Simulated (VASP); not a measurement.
A run of VASP 6.6.1 is set up as follows.

File INCAR:

```
SYSTEM = In
ALGO     = Normal         ! electronic algorithm
EDIFF    = 1E-6           ! SCF threshold, eV
ENCUT    = 500            ! plane-wave cutoff, eV
GGA      = PS             ! functional
GGA_COMPAT= .FALSE.      
ISIF     = 2              ! what is computed and relaxed
ISMEAR   = 0              ! smearing method
LASPH    = .TRUE.         ! aspherical terms in the spheres
LCHARG   = .FALSE.        ! write CHGCAR
LREAL    = .FALSE.        ! projectors in reciprocal space
LWAVE    = .FALSE.        ! write WAVECAR
NBANDS   = 12             ! bands
NELM     = 120            ! most SCF steps
PREC     = Accurate       ! precision mode
SIGMA    = 0.1            ! smearing width, eV
```

KPOINTS

```
k-points
0
G
  15 15 15
  0 0 0
```

File POSCAR:

```
In
1.0
   -1.7684535913      1.7684535913      1.7684535913
    1.7684535913     -1.7684535913      1.7684535913
    1.7684535913      1.7684535913     -1.7684535913
In
1
Direct
    0.0000000000      0.0000000000      0.0000000000
```

Potentials or basis: VASP PAW PBE potentials, release 64 (In_d).

Command:

```console
$ cat potpaw_PBE.64/In_d/POTCAR > POTCAR
$ mpirun -np 1 vasp_std > vasp.out
```

Predict the band gap on the k mesh.

zero (an odd number of electrons rules out a gap without spin polarisation).

Predict the pressure.

9.9 GPa.

Caveat: the cell stands under pressure; the PAW data sets were made with another functional, which shifts forces and pressure a little; spin-orbit coupling is left out, which moves the levels of the heavy elements.
